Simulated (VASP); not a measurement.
A run of VASP 6.6.1 is set up as follows.

INCAR

```
SYSTEM = Ca
PREC     = Accurate       ! precision mode
ENCUT    = 520            ! plane-wave cutoff, eV
EDIFF    = 1E-7           ! SCF threshold, eV
ISMEAR   = 0              ! smearing method
SIGMA    = 0.1            ! smearing width, eV
LREAL    = .FALSE.        ! projectors in reciprocal space
LASPH    = .TRUE.         ! aspherical terms in the spheres
NELM     = 80             ! most SCF steps
ALGO     = Fast           ! electronic algorithm
ISIF     = 2              ! what is computed and relaxed
LWAVE    = .FALSE.        ! write WAVECAR
LCHARG   = .FALSE.        ! write CHGCAR
GGA      = PS             ! functional
NBANDS   = 11             ! bands
```

The input KPOINTS:

```
regular mesh
0
G
  12 12 12
  0 0 0
```

File POSCAR:

```
Ca
1.0
    4.0491449560      0.0000000000      0.0000000000
   -2.0245724781      3.5066623955      0.0000000000
    0.0000000000      0.0000000000      3.5705602893
Ca
1
Direct
    0.0000000000      0.0000000000      0.0000000000
```

Potentials or basis: VASP PAW PBE potentials, release 64 (Ca_sv).

Run with:

```console
$ cat potpaw_PBE.64/Ca_sv/POTCAR > POTCAR
$ mpirun -np 1 vasp_std > vasp.out
```

(1) Estimate the band gap on the k mesh.

(2) Estimate the pressure.

## Answers

(1) zero (band 5 reaches 1.84 eV, above the bottom of band 6 at 0.77 eV).

(2) -2.2 GPa.

Caveat: the cell differs from its parent crystal (Ba replaced by Ca, lengths x 0.891, strained); the PAW data sets were made with another functional, which shifts forces and pressure a little.
